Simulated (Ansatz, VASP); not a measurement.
**Two plane-wave programs on BaMg2N2**

```
CELL_PARAMETERS angstrom
4.07853 0.00000 0.00000
-2.03927 3.53211 0.00000
0.00000 0.00000 7.60477
ATOMIC_POSITIONS crystal
Ba 0.00000 0.00000 0.00000
Mg 0.33333 0.66667 0.50000
Mg 0.66667 0.33333 0.50000
N 0.00000 0.00000 0.28169
N 0.00000 0.00000 0.71831
```

Alike in both runs: task relaxation of cell and atoms; functional PBE; k mesh 6 × 6 × 2; occupations gaussian, width 0.1 eV; no spin polarisation.

```csv
,VASP,Ansatz
version,VASP 6.6.1,Ansatz 0.2.0
potentials or method,"VASP PAW PBE potentials, release 64 (Ba_sv, Mg, N), cutoff 600 eV","scalar-relativistic, plane waves, PAW"
valence electrons in the cell,24,40
```

Ansatz gave:

| Item | Value |
| --- | --- |
| gap on the k mesh at the Fermi level, each at its own relaxed structure (eV) | none |
| relaxed volume (Å³/atom) | 31.77 |
| relaxed cell length with the largest relative difference (Å) | 5.366 |

Task: Which values does VASP return?

Result: gap on the k mesh at the Fermi level, each at its own relaxed structure (eV): none; relaxed volume (Å³/atom): 30.26; relaxed cell length with the largest relative difference (Å): 5.225.

A gap of «none» marks a metal or a gap that the smearing closes. One of these differences is far larger than is usual between the two programs; its cause wasn't traced. VASP's potentials hold 24 valence electrons a cell and Ansatz's 40, so a difference there can come from the potentials and not from the codes.

The k mesh is coarse, so the values compare programs but aren't converged. Spin-orbit coupling is off throughout. Noted on VASP's run: the volume moved by over 15 % at a fixed basis, so the end points are rough.
